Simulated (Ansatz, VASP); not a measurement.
# Ag in VASP and in Ansatz

```
Ag
1.0
    -2.53744    2.53744    1.38422
     2.53744   -2.53744    1.38422
     2.53744    2.53744   -1.38422
Ag
2
Direct
  0.00000 0.00000 0.00000
  0.75000 0.25000 0.50000
```

Alike in both runs: task relaxation of cell and atoms; functional PBE; k mesh 8 × 8 × 8; occupations gaussian, width 0.1 eV; no spin polarisation.

|  | VASP | Ansatz |
| --- | --- | --- |
| version | VASP 6.6.1 | Ansatz 0.2.0 |
| potentials or method | VASP PAW PBE potentials, release 64 (Ag), cutoff 600 eV | scalar-relativistic, plane waves, PAW |
| valence electrons in the cell | 22 | 38 |

```tsv
	VASP	Ansatz	Ansatz less VASP
gap on the k mesh at the Fermi level, each at its own relaxed structure (eV)	none	none	-
relaxed volume (Å³/atom)	19.75	19.76	+0.011
relaxed length of the cell vector where the two differ most in proportion (Å)	4.021	4.022	+0.0012
```

A gap of «none» marks a metal or a gap that the smearing closes. VASP's potentials hold 22 valence electrons a cell and Ansatz's 38, so a difference there can come from the potentials and not from the codes.
